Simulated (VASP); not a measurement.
Here is a VASP 6.6.1 calculation.

Contents of INCAR:

```
SYSTEM = Ni
ALGO = Normal ; EDIFF = 1E-7
EDIFFG = -0.01 ; ENCUT = 600
GGA = RE ; IBRION = 2
ISIF = 3 ; ISMEAR = -1
ISPIN = 2 ; LASPH = .TRUE.
LCHARG = .FALSE. ; LMAXMIX = 4
LORBIT = 11 ; LREAL = .FALSE.
LWAVE = .FALSE. ; MAGMOM = 0.8 0.8 0.8
NELM = 150 ; NSW = 80
PREC = Accurate ; SIGMA = 0.05
```

The input KPOINTS:

```
k-points
0
G
  9 9 13
  0 0 0
```

Contents of POSCAR:

```
Ni
1.0
    3.9540713024      0.0000000000      0.0000000000
   -1.9770356512      3.4243261962      0.0000000000
    0.0000000000      0.0000000000      2.4238457083
Ni
3
Direct
    0.0000000000      0.0000000000      0.0000000000
    0.3333333333      0.6666666667      0.5000000000
    0.6666666667      0.3333333333      0.5000000000
```

Potentials or basis: VASP PAW PBE potentials, release 64 (Ni).

The run is started by

```bash
$ cat potpaw_PBE.64/Ni/POTCAR > POTCAR
$ mpirun -np 1 vasp_std > vasp.out
```

(1) What does it give for the relaxed cell?

(2) Estimate the relaxed volume.

Answers

(1) a = 4.021 Å, b = 4.021 Å, c = 2.435 Å, α = 90.00°, β = 90.00°, γ = 120.00°.

(2) 11.37 Å³/atom.

Caveat: the PAW data sets were made with another functional, which shifts forces and pressure a little.
